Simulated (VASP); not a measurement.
TaN: electric field gradients with r2SCAN

Crystal: TaN.

```xyz
2
Lattice="2.9380 0.0000 0.0000 -1.4690 2.5444 0.0000 0.0000 0.0000 2.8830" Properties=species:S:1:pos:R:3 pbc="T T T"
Ta    0.0000    1.6963    1.4415
N     0.0000    0.0000    0.0000
```

* Program: VASP 6.6.1
* Task: electric field gradients
* Functional: r2SCAN
* Potentials or basis: VASP PAW PBE potentials, release 64 (Ta_sv_GW, N)
* Cutoff: 580 eV
* k mesh: 11 × 11 × 10
* Occupations: fermi-dirac, width 0.03 eV
* Spin: no spin polarisation
* Dipole correction: no
* Further INCAR settings: ALGO = Normal; EDIFF = 1e-08; NBANDS = 16

The pressure is -0.4 GPa and the band gap on the k mesh is zero (bands 9 and 10 overlap by 0.47 eV). The largest electric field gradient by atom is Ta +22.9; N +0.4 V/Å².

Stress tensor (GPa, compression positive):
```
-0.63  0.00  0.00
 0.00 -0.63  0.00
 0.00  0.00  0.10
```

Levels at points of the mesh, in eV from the Fermi level:
| k point | band 6 | band 7 | band 8 | band 9 | band 10 | band 11 | band 12 | band 13 |
| --- | --- | --- | --- | --- | --- | --- | --- | --- |
| (0.00, 0.00, 0.00) | -4.89 | -4.89 | -4.45 | -3.23 | 2.39 | 3.67 | 3.67 | 4.18 |
| (0.00, 0.00, 0.50) | -9.78 | -4.03 | -4.03 | -0.14 | -0.14 | 2.29 | 3.54 | 3.54 |

Electric field gradients, principal values (V/Å²):
| atom | least | middle | greatest (by size) |
| --- | --- | --- | --- |
| 1 Ta | -11.426 | -11.426 | 22.852 |
| 2 N | -0.208 | -0.210 | 0.418 |

Run time: 2.2 min on 1 thread of AMD EPYC 7R13 Processor (Zen 3), with other jobs on the host, peak memory 0.15 GiB.

Caveat: without QUAD_EFG the Cq values of the log hold for a quadrupole moment of 1 mb, not for the nuclei; the PAW data sets were made with another functional, which shifts forces and pressure a little; spin-orbit coupling is left out, which moves the levels of the heavy elements.
